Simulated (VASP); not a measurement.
# Ti5Re3 (Im-3m) in VASP: a series of runs

The runs below take Ti5Re3 through single point, with PBE.

Program: VASP 6.6.1. These are calculated values, not measurements. Logs are shortened: lines on timing, memory, paths and dates and some standing lists are left out, and cuts for length are marked.

## Step 1: The cell of the first run

The structure is cubic, space group Im-3m (No. 229). Conventional cell: a = 6.284 Å, b = 6.284 Å, c = 6.284 Å, α = 90.00°, β = 90.00°, γ = 90.00°. Within 3.6 Å of Ti (site symmetry m-3m) lie 8 Ti at 2.72 Å and 6 Re at 3.14 Å. Within 3.6 Å of Ti (site symmetry -3m) lie 8 Ti at 2.72 to 3.14 Å and 6 Re at 2.72 Å. Within 3.6 Å of Re (site symmetry 4/mmm) lie 10 Ti at 2.72 to 3.14 Å and 4 Re at 3.14 Å.

## Step 2: Single point, PBE

The input, INCAR:

```
PREC = Accurate
ENCUT = 520
EDIFF = 1E-6
ISMEAR = 0
SIGMA = 0.1
LREAL = False
LASPH = True
NELM = 100
ALGO = Normal
ISIF = 2
LWAVE = False
LCHARG = False
GGA = PE
NBANDS = 50
```

The input, KPOINTS:

```
Automatic mesh
0
Gamma
  4 4 4
```

The input, POSCAR:

```
Ti5Re3
1.0
   -3.1422129000      3.1422129000      3.1422129000
    3.1422129000     -3.1422129000      3.1422129000
    3.1422129000      3.1422129000     -3.1422129000
Ti Re
5 3
Direct
    0.0000000000      0.0000000000      0.0000000000
    0.0000000000      0.0000000000      0.5000000000
    0.0000000000      0.5000000000      0.0000000000
    0.5000000000      0.0000000000      0.0000000000
    0.5000000000      0.5000000000      0.5000000000
    0.0000000000      0.5000000000      0.5000000000
    0.5000000000      0.5000000000      0.0000000000
    0.5000000000      0.0000000000      0.5000000000
```

Potentials or basis: VASP PAW PBE potentials, release 64 (Ti_sv, Re).

Started as:

```sh
> cat potpaw_PBE.64/Ti_sv/POTCAR potpaw_PBE.64/Re/POTCAR > POTCAR
> mpirun -np 1 vasp_std > vasp.out
```

OUTCAR:

```text
PREC = Accurate
   ENCUT = 520
   EDIFF = 1E-6
   ISMEAR = 0
   LREAL = False
   LASPH = True
   NELM = 100
   ISIF = 2
   GGA = PE

 ion  position               nearest neighbor table
   1  0.000  0.000  0.000-   2 2.72   3 2.72   4 2.72   5 2.72   2 2.72   3 2.72   4 2.72   5 2.72
                             7 3.14   6 3.14   8 3.14   8 3.14   7 3.14   6 3.14
   2  0.000  0.000  0.500-   1 2.72   6 2.72   7 2.72   8 2.72   1 2.72   6 2.72   8 2.72   7 2.72

   3  0.000  0.500  0.000-   1 2.72   6 2.72   7 2.72   8 2.72   6 2.72   1 2.72   7 2.72   8 2.72

   4  0.500  0.000  0.000-   1 2.72   6 2.72   7 2.72   8 2.72   8 2.72   7 2.72   1 2.72   6 2.72

   5  0.500  0.500  0.500-   1 2.72   6 2.72   7 2.72   8 2.72   7 2.72   8 2.72   6 2.72   1 2.72

   6  0.000  0.500  0.500-   2 2.72   3 2.72   4 2.72   5 2.72   3 2.72   2 2.72   5 2.72   4 2.72
                             7 3.14   1 3.14   8 3.14   7 3.14   8 3.14   1 3.14
   7  0.500  0.500  0.000-   2 2.72   3 2.72   4 2.72   5 2.72   5 2.72   4 2.72   3 2.72   2 2.72
                             6 3.14   8 3.14   8 3.14   6 3.14   1 3.14   1 3.14
   8  0.500  0.000  0.500-   2 2.72   3 2.72   4 2.72   5 2.72   4 2.72   5 2.72   2 2.72   3 2.72
                             6 3.14   7 3.14   7 3.14   1 3.14   6 3.14   1 3.14

  LATTYP: Found a body centered cubic cell.
 ALAT       =     6.2844258000

  Lattice vectors:

 A1 = (  -3.1422129000,   3.1422129000,   3.1422129000)
 A2 = (   3.1422129000,  -3.1422129000,   3.1422129000)
 A3 = (   3.1422129000,   3.1422129000,  -3.1422129000)

Analysis of symmetry for initial positions (statically):
=====================================================================
 Subroutine PRICEL returns:
 Original cell was already a primitive cell.

 Routine SETGRP: Setting up the symmetry group for a
 body centered cubic supercell.

 Subroutine GETGRP returns: Found 48 space group operations
 (whereof 48 operations were pure point group operations)
 out of a pool of 48 trial point group operations.

The static configuration has the point symmetry O_h .

Analysis of symmetry for dynamics (positions and initial velocities):
=====================================================================
 Subroutine PRICEL returns:
 Original cell was already a primitive cell.

 Routine SETGRP: Setting up the symmetry group for a
 body centered cubic supercell.

 Subroutine GETGRP returns: Found 48 space group operations
 (whereof 48 operations were pure point group operations)
 out of a pool of 48 trial point group operations.

The dynamic configuration has the point symmetry O_h .

 Subroutine INISYM returns: Found 48 space group operations
 (whereof 48 operations are pure point group operations),
 and found     1 'primitive' translations

----------------------------------------------------------------------------------------

                                     Primitive cell

  volume of cell :     124.0986

  direct lattice vectors                    reciprocal lattice vectors
    -3.142212900  3.142212900  3.142212900     0.000000000  0.159123527  0.159123527
     3.142212900 -3.142212900  3.142212900     0.159123527  0.000000000  0.159123527
     3.142212900  3.142212900 -3.142212900     0.159123527  0.159123527  0.000000000

  length of vectors
     5.442472391  5.442472391  5.442472391     0.225034650  0.225034650  0.225034650

  position of ions in fractional coordinates (direct lattice)
     0.000000000  0.000000000  0.000000000
     0.000000000  0.000000000  0.500000000
     0.000000000  0.500000000  0.000000000
     0.500000000  0.000000000  0.000000000
     0.500000000  0.500000000  0.500000000
     0.000000000  0.500000000  0.500000000
     0.500000000  0.500000000  0.000000000
     0.500000000  0.000000000  0.500000000

  ion indices of the primitive-cell ions
   primitive index   ion index
                 1           1
                 2           2
                 3           3
                 4           4
                 5           5
                 6           6
                 7           7
                 8           8

----------------------------------------------------------------------------------------

 KPOINTS: Automatic mesh

Automatic generation of k-mesh.
 Grid dimensions read from file:
 generate k-points for:    4    4    4

 Generating k-lattice:

  Cartesian coordinates                     Fractional coordinates (reciprocal lattice)
     0.000000000  0.039780882  0.039780882     0.250000000  0.000000000  0.000000000
     0.039780882  0.000000000  0.039780882     0.000000000  0.250000000  0.000000000
     0.039780882  0.039780882  0.000000000     0.000000000  0.000000000  0.250000000

  Length of vectors
     0.056258663  0.056258663  0.056258663

  Shift w.r.t. Gamma in fractional coordinates (k-lattice)
     0.000000000  0.000000000  0.000000000

 Subroutine IBZKPT returns following result:
 ===========================================

 Found      8 irreducible k-points:

 Following reciprocal coordinates:
            Coordinates               Weight
  0.000000  0.000000  0.000000      1.000000
  0.250000  0.000000  0.000000     12.000000
  0.500000  0.000000  0.000000      6.000000
  0.250000  0.250000  0.000000     24.000000
  0.250000  0.250000  0.250000      2.000000
 -0.250000  0.250000  0.250000      6.000000
  0.500000  0.500000  0.250000     12.000000
  0.500000  0.500000  0.500000      1.000000
   k-points           NKPTS =      8   k-points in BZ     NKDIM =      8   number of bands    NBANDS=     50
   number of dos      NEDOS =    301   number of ions     NIONS =      8
   total plane-waves  NPLWV =  64000
   dimension x,y,z NGX =    40 NGY =   40 NGZ =   40
   dimension x,y,z NGXF=    80 NGYF=   80 NGZF=   80
   ions per type =               5   3
   NGX,Y,Z   is equivalent  to a cutoff of  12.22, 12.22, 12.22 a.u.
   NGXF,Y,Z  is equivalent  to a cutoff of  24.44, 24.44, 24.44 a.u.
 SYSTEM =  unknown system
   PREC   = accura    normal or accurate (medium, high low for compatibility)
   ISTART =      0    job   : 0-new  1-cont  2-samecut
   ICHARG =      2    charge: 1-file 2-atom 10-const
   ISPIN  =      1    spin polarized calculation?
   LNONCOLLINEAR =      F non collinear calculations
   LSORBIT =      F    spin-orbit coupling
   LASPH  =      T    aspherical Exc in radial PAW
   ENCUT  =  520.0 eV  38.22 Ry    6.18 a.u.  10.12 10.12 10.12*2*pi/ulx,y,z
   NELM   =    100;   NELMIN=  2; NELMDL= -5     # of ELM steps
   EDIFF  = 0.1E-05   stopping-criterion for ELM
   LREAL  =      F    real-space projection
   EDIFFG = 0.1E-04   stopping-criterion for IOM
   NSW    =      0    number of steps for IOM
   IBRION =     -1    ionic relax: 0-MD 1-quasi-New 2-CG
   NFREE  =      0    steps in history (QN), initial steepest desc. (CG)
   ISIF   =      2    stress and relaxation
   ISYM   =      2    0-nonsym 1-usesym 2-fastsym
   POTIM  = 0.5000    time-step for ionic-motion
   TEBEG  =    0.0;   TEEND  =   0.0 temperature during run
   PSTRESS=    0.0 pullay stress
   NELECT =      81.0000    total number of electrons
   NUPDOWN=      -1.0000    fix difference up-down
   EMIN   =  10.00;   EMAX   =-10.00  energy-range for DOS
   EFERMI =   0.00;   METHOD = LEGACY
   ISMEAR =     0;   SIGMA  =   0.10  broadening in eV -4-tet -1-fermi 0-gaus
   EFERMI_NEDOS =   21; number of points for ismear=-14 and -15
   IALGO  =     38    algorithm
   IMIX   =      4    mixing-type and parameters
     AMIX     =   0.40;   BMIX     =  1.00
     AMIX_MAG =   1.60;   BMIX_MAG =  1.00
  volume/ion in A,a.u.               =      15.51       104.68
  Fermi-wavevector in a.u.,A,eV,Ry     =   1.420085  2.683571 27.438059  2.016640
  Thomas-Fermi vector in A             =   2.541037
   LORBIT       =      0    0 simple, 1 ext, 2 COOP (PROOUT), +10 PAW based schemes
   GGA     = PE    functional components
   LHFCALC =     F    Hartree Fock is set to
   AEXX    =    0.0000 exact exchange contribution
   IVDW    =     0    specifies the selected vdW correction
   LEPSILON=     F    determine dielectric tensor
   LRPA    =     F    only Hartree local field effects (RPA)
 non-spin polarized calculation
 Gauss-broadening in eV      SIGMA  =   0.10
  energy-cutoff  :      520.00
  volume of cell :      124.10
 maximum number of plane-waves:      3367
   NGX = 21   NGY = 21   NGZ = 21

 number of electron      80.9999969 magnetization

 Free energy of the ion-electron system (eV)
  ---------------------------------------------------
  ext. energy  EPLUGINS =         0.00000000
  ---------------------------------------------------
  free energy    TOTEN  =       -78.76719913 eV

  energy without entropy =      -78.70156112  energy(sigma->0) =      -78.73438012

 E-fermi :   8.3349     XC(G=0): -12.5793

 val. band max:        8.3317655005   @ k =   0.2500   0.0000   0.0000
 cond. band min:       8.3545353889   @ k =   0.2500   0.2500   0.0000
 fundamental gap:      0.0227698884
 Fermi energy:         8.3348503942

 k-point     1 :       0.0000    0.0000    0.0000
  band No.  band energies     occupation
      1     -48.1560      2.00000
      2     -47.8906      2.00000
      3     -47.8893      2.00000
      4     -47.8893      2.00000
      5     -47.8893      2.00000
      6     -24.7194      2.00000
[... 42 lines left out ...]
     49      11.1548      0.00000
     50      11.2544      0.00000

 k-point     2 :       0.2500    0.0000    0.0000
  band No.  band energies     occupation
      1     -48.1484      2.00000
      2     -47.8974      2.00000
      3     -47.8892      2.00000
      4     -47.8891      2.00000
      5     -47.8889      2.00000
      6     -24.7169      2.00000
[... 310 lines left out ...]
 k-point     8 :       0.5000    0.5000    0.5000
  band No.  band energies     occupation
      1     -48.1251      2.00000
      2     -47.9034      2.00000
      3     -47.9034      2.00000
      4     -47.9034      2.00000
      5     -47.8728      2.00000
      6     -24.4140      2.00000
[... 42 lines left out ...]
     49       9.6940      0.00000
     50       9.7521      0.00000

------------------------ aborting loop because EDIFF is reached ----------------------------------------

  FORCE on cell =-STRESS in cart. coord.  units (eV):
  Direction    XX          YY          ZZ          XY          YZ          ZX
  --------------------------------------------------------------------------------------
  -------------------------------------------------------------------------------------
  Total       -0.4771598     -0.4771598     -0.4771598     -0.0000000     -0.0000000     -0.0000000
  in kB       -6.1603811     -6.1603811     -6.1603811     -0.0000000     -0.0000000     -0.0000000
  external PRESSURE =      -6.1603811 kB  Pullay stress =       0.0000000 kB

 VOLUME and BASIS-vectors are now :
 -----------------------------------------------------------------------------
  energy-cutoff  :      520.00
  volume of cell :      124.10
      direct lattice vectors                 reciprocal lattice vectors
    -3.142212900  3.142212900  3.142212900     0.000000000  0.159123527  0.159123527
     3.142212900 -3.142212900  3.142212900     0.159123527  0.000000000  0.159123527
     3.142212900  3.142212900 -3.142212900     0.159123527  0.159123527  0.000000000

 POSITION                                       TOTAL-FORCE (eV/Angst)
 -----------------------------------------------------------------------------------
      0.00000      0.00000      0.00000        -0.000000      0.000000     -0.000000
      1.57111      1.57111     -1.57111        -0.000000      0.000000      0.000000
      1.57111     -1.57111      1.57111         0.000000      0.000000     -0.000000
     -1.57111      1.57111      1.57111         0.000000      0.000000      0.000000
      1.57111      1.57111      1.57111        -0.000000      0.000000     -0.000000
      3.14221      0.00000      0.00000         0.000000     -0.000000      0.000000
      0.00000      0.00000      3.14221         0.000000     -0.000000     -0.000000
      0.00000      3.14221      0.00000        -0.000000     -0.000000     -0.000000
 -----------------------------------------------------------------------------------
    total drift:                                0.000000     -0.000000      0.000000

  FREE ENERGIE OF THE ION-ELECTRON SYSTEM (eV)
  ---------------------------------------------------
  free  energy   TOTEN  =       -78.7671991264 eV

  energy  without entropy=      -78.7015611152  energy(sigma->0) =      -78.73438012
```

Run time: 63 s. Hardware: 1 thread of Intel Xeon 6975P-C, shared host; peak memory 0.25 GiB.

Results:

```yaml
Free_energy: -78.7672 eV
Pressure: -0.6 GPa
```

Caveat: spin-orbit coupling is left out, which moves the levels of the heavy elements.

## Step 3: Single point, PBE, collinear spin, ferromagnetic start

The input, INCAR:

```
  PREC = Accurate
  ENCUT = 520
  EDIFF = 1E-6
  ISMEAR = 0
  SIGMA = 0.1
  LREAL = False
  LASPH = True
  NELM = 150
  ALGO = Normal
  ISIF = 2
  LWAVE = False
  LCHARG = False
  ISPIN = 2
  MAGMOM = 1 1 1 1 1 1 1 1
  LORBIT = 11
  LMAXMIX = 4
  GGA = PE
  NBANDS = 54
```

The input, KPOINTS:

```
regular mesh
0
Gamma
  4 4 4
```

POSCAR is that of step 2.

Potentials or basis: VASP PAW PBE potentials, release 64 (Ti_sv, Re).

Started as:

```sh
> cat potpaw_PBE.64/Ti_sv/POTCAR potpaw_PBE.64/Re/POTCAR > POTCAR
> mpirun -np 1 vasp_std > vasp.out
```

Wall time 3.7 min (1 thread of Intel Xeon 6975P-C, shared host); peak memory 0.33 GiB.

The run converged. Its results:

| Item | Value |
| --- | --- |
| Free energy | -78.7672 eV |
| Pressure | -0.6 GPa |
| Net moment | 0.00 μB per cell |
| Valence electrons inside the program's atomic spheres | Ti 10.35, 10.38; Re 5.95 |

Levels at points of the mesh, in eV from the Fermi level:
Spin up:
```tsv
k point	band 37	band 38	band 39	band 40	band 41	band 42	band 43	band 44
(0.00, 0.00, 0.00)	0.32	0.32	1.44	1.44	1.44	1.46	1.46	1.46
(0.50, 0.00, 0.00)	-0.99	-0.88	-0.49	-0.30	-0.07	0.13	0.15	0.83
(0.50, 0.50, 0.50)	-0.31	-0.31	-0.12	-0.12	-0.12	0.36	0.36	0.36
```
Spin down:
```tsv
k point	band 38	band 39	band 40	band 41	band 42	band 43
(0.00, 0.00, 0.00)	0.32	1.44	1.44	1.44	1.46	1.46
(0.50, 0.00, 0.00)	-0.88	-0.49	-0.30	-0.07	0.13	0.15
(0.50, 0.50, 0.50)	-0.31	-0.12	-0.12	-0.12	0.36	0.36
```

Caveat: spin-orbit coupling is left out, which moves the levels of the heavy elements.
